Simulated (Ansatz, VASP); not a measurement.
**Two plane-wave programs on MoS2**

```
Mo S
1.0
     3.16100    0.00000    0.00000
    -1.58050    2.73751    0.00000
     0.00000    0.00000   12.29500
Mo S
2 4
Direct
  0.33333 0.66667 0.25000
  0.66667 0.33333 0.75000
  0.33333 0.66667 0.62750
  0.66667 0.33333 0.12750
  0.33333 0.66667 0.87250
  0.66667 0.33333 0.37250
```

Alike in both runs: task single point; functional PBE; k mesh 7 × 7 × 2; occupations gaussian, width 0.05 eV; collinear spin.

|  | VASP | Ansatz |
| --- | --- | --- |
| version | VASP 6.6.1 | Ansatz 0.2.0 |
| potentials or method | VASP PAW PBE potentials, release 64 (Mo_sv, S), cutoff 520 eV | scalar-relativistic, plane waves, PAW |
| valence electrons in the cell | 52 | 52 |

VASP gave:

```
gap on the k mesh at the Fermi level (eV)                     : 1.00
least direct gap on the mesh (eV)                             : 1.99
pressure (GPa)                                                : 8.7
traceless stress, the component that is largest in VASP (GPa) : 4.38
rms of the force components (eV/Å)                            : 0.564
net moment per atom (μB)                                      : 0.00
```

Problem. What did Ansatz give for the same quantities?

Solution. gap on the k mesh at the Fermi level (eV): 0.98; least direct gap on the mesh (eV): 1.98; pressure (GPa): 8.9; traceless stress, the component that is largest in VASP (GPa): 4.43; rms of the force components (eV/Å): 0.573; net moment per atom (μB): 0.00.

Atom by atom the forces differ by 0.008 eV/Å (rms over components). With one functional, cell and mesh, what is left measures potentials, basis and numerics. Ansatz's warnings: seeded moment not kept, specified occupation not kept, symmetry narrowed by occupation matrices.
